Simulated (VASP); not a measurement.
AlN: G0W0 quasiparticle levels with PBE

The system is AlN.

```
Al N
1.0
     0.00000    2.03906    2.00380
     2.03906    0.00000    2.00380
     2.03906    2.03906    0.00000
Al N
1 1
Direct
  0.00000 0.00000 0.00000
  0.50000 0.50000 0.50000
```

| Quantity | Value |
| --- | --- |
| Program | VASP 6.6.1 |
| Task | G0W0 quasiparticle levels |
| Functional | PBE |
| Potentials or basis | VASP PAW PBE potentials, release 64 (Al_GW, N_GW) |
| Cutoff | 500 eV |
| k mesh | 6 × 6 × 6 |
| Occupations | gaussian, width 0.01 eV |
| Spin | no spin polarisation |
| Dipole correction | no |
| GW scheme | G0W0 |
| GW iterations | 1 |
| Cutoff of the response function | 150 |
| Frequency points | 48 |
| Empty bands | 69 |
| Further INCAR settings | ALGO = EVGW0; EDIFF = 1e-08; NBANDS = 73 |

```json
{"Quasiparticle gap": "5.93 eV", "Least direct quasiparticle gap": "7.25 eV", "Band gap of the starting levels on the mesh": "4.38 eV", "Least direct gap of the starting levels on the mesh": "5.51 eV"}
```

Wall time 5.6 min on 1 thread of Intel Xeon 8259CL (shared host), peak memory 0.35 GiB.

Caveat: the k points lie up to 0.45 Å⁻¹ apart; bands, screening cutoff and mesh are small and nothing is extrapolated, so the quasiparticle values aren't converged.
